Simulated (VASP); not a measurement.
The system is Al2O3.

```
Al O
1.0
     3.01748    0.00000    0.00000
    -1.50874    2.61322    0.00000
     0.00000    0.00000    7.57464
Al O
2 3
Cartesian
  0.0000 0.0000 2.1054
  0.0000 0.0000 5.4693
  0.0000 1.7421 1.5108
  1.5087 0.8711 6.0638
  0.0000 0.0000 3.7873
```

Base run:

```yaml
Program: VASP 6.6.1
Functional: LDA
Potentials_or_basis: VASP PAW LDA potentials, release 64 (Al, O)
Cutoff: 520 eV
k_mesh: 12 × 12 × 4
Occupations: gaussian, width 0.01 eV
Spin: no spin polarisation
```

Its results: band gap on the k mesh 2.19 eV, direct; pressure -7.6 GPa; largest force 0.430 eV/Å.

**Question.** The run is repeated on the same cell with these changes: functional from LDA to BLYP; potentials or basis from VASP PAW LDA potentials, release 64 (Al, O) to VASP PAW PBE potentials, release 64 (Al, O). What comes out?

**Answer.** Band gap on the k mesh 2.46 eV, direct; pressure 2.0 GPa; largest force 0.140 eV/Å.

Caveats: the PAW data sets were made with another functional, which shifts forces and pressure a little (some runs).

A k mesh can miss the band edges.
